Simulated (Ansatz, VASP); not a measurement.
## TaAs in VASP and in Ansatz

```
CELL_PARAMETERS angstrom
2.27714 1.31471 1.85649
-2.27714 1.31471 1.85649
0.00000 -2.62942 1.85649
ATOMIC_POSITIONS crystal
Ta 0.50000 0.50000 0.50000
As 0.00000 0.00000 0.00000
```

Alike in both runs: functional PBE; k mesh 6 × 6 × 6; occupations gaussian, width 0.2 eV; no spin polarisation.

Ansatz relaxed the structure, and its values are those at the end. VASP's run is a single point on that final structure, the one shown.

|  | VASP | Ansatz |
| --- | --- | --- |
| version | VASP 6.6.1 | Ansatz 0.2.0 |
| potentials or method | VASP PAW PBE potentials, release 64 (Ta_pv, As), cutoff 500 eV | scalar-relativistic, plane waves, PAW |
| valence electrons in the cell | 16 | 28 |

|  | VASP | Ansatz | Ansatz less VASP |
| --- | --- | --- | --- |
| gap on the k mesh at the Fermi level (eV) | none | none | - |
| pressure (GPa) | 0.2 | -0.2 | -0.40 |

A gap of «none» marks a metal or a gap that the smearing closes. The functional is the same, so the differences come from potentials, cutoffs and numerics. VASP's potentials hold 16 valence electrons a cell and Ansatz's 28, so a difference there can come from the potentials and not from the codes.

Spin-orbit coupling is off throughout.
